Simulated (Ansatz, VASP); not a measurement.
## Two plane-wave programs on Al3Ni2

The input POSCAR:

```
Al3Ni2
1.0
    4.0067213622      0.0000000000      0.0000000000
   -2.0033606811      3.4699224855      0.0000000000
    0.0000000000      0.0000000000      4.8615270261
Al Ni
3 2
Direct
    0.0000000000      0.0000000000      0.0000000000
    0.3333333333      0.6666666667      0.6484376367
    0.6666666667      0.3333333333      0.3515623633
    0.3333333333      0.6666666667      0.1462123368
    0.6666666667      0.3333333333      0.8537876632
```

File INCAR.step1:

```
  PREC = Accurate
  ENCUT = 520
  ISMEAR = 0
  SIGMA = 0.15
  LREAL = F
  LASPH = T
  NELM = 100
  NBANDS = 22
  GGA = PE
  ALGO = Normal
  EDIFF = 1E-4
  LWAVE = T
  LCHARG = F
```

INCAR.step2

```
  PREC = Accurate
  ENCUT = 520
  EDIFF = 1E-6
  ISMEAR = 0
  SIGMA = 0.15
  LREAL = F
  LASPH = T
  NELM = 100
  ALGO = Normal
  ISIF = 2
  LWAVE = F
  LCHARG = T
  METAGGA = R2SCAN
  LMIXTAU = T
  LELF = T
  LVHAR = T
  NBANDS = 22
  ISTART = 1
```

The input KPOINTS:

```
Automatic mesh
0
Gamma
  12 12 10
```

Input for Ansatz:

```yaml
crystal:
  lattice:
    - [4.0067213622, 0.0, 0.0]
    - [-2.0033606811, 3.4699224855, 0.0]
    - [0.0, 0.0, 4.8615270261]
  atoms:
    - { symbol: Al, position: [0.0, 0.0, 0.0] }
    - { symbol: Al, position: [0.3333333333, 0.6666666667, 0.6484376367] }
    - { symbol: Al, position: [0.6666666667, 0.3333333333, 0.3515623633] }
    - { symbol: Ni, position: [0.3333333333, 0.6666666667, 0.1462123368] }
    - { symbol: Ni, position: [0.6666666667, 0.3333333333, 0.8537876632] }
basis:
  ecutwfc: 500
kpoints:
  mp_grid: { grid: [12, 12, 10] }
hamiltonian:
  xc: r2scan
scf:
  occupations: { method: gaussian, width: 0.15 }
output:
  forces: true
  stress: true
  eigenvalues: true
  write_density: true
  write_potential: true
  elf: true
  volumetric_format: npy
```

Alike in both runs: task single point; functional r2SCAN; k mesh 12 × 12 × 10; occupations gaussian, width 0.15 eV; no spin polarisation.

|  | VASP | Ansatz |
| --- | --- | --- |
| version | VASP 6.6.1 | Ansatz 0.2.0 |
| potentials or method | VASP PAW PBE potentials, release 64 (Al, Ni), cutoff 520 eV | scalar-relativistic, plane waves, PAW |
| valence electrons in the cell | 29 | 45 |

VASP gave:

```
gap on the k mesh at the Fermi level (eV)                     : none
pressure (GPa)                                                : -0.2
traceless stress, the component that is largest in VASP (GPa) : 0.07
rms of the force components (eV/Å)                            : 0.010
```

Question: Which values does Ansatz return?

Answer: gap on the k mesh at the Fermi level (eV): none; pressure (GPa): 0.0; traceless stress, the component that is largest in VASP (GPa): 0.06; rms of the force components (eV/Å): 0.004.

VASP's potentials were made for PBE, not for r2SCAN. Atom by atom the forces differ by 0.008 eV/Å (rms over components). A gap of «none» marks a metal or a gap that the smearing closes. VASP's potentials hold 29 valence electrons a cell and Ansatz's 45, so a difference there can come from the potentials and not from the codes.
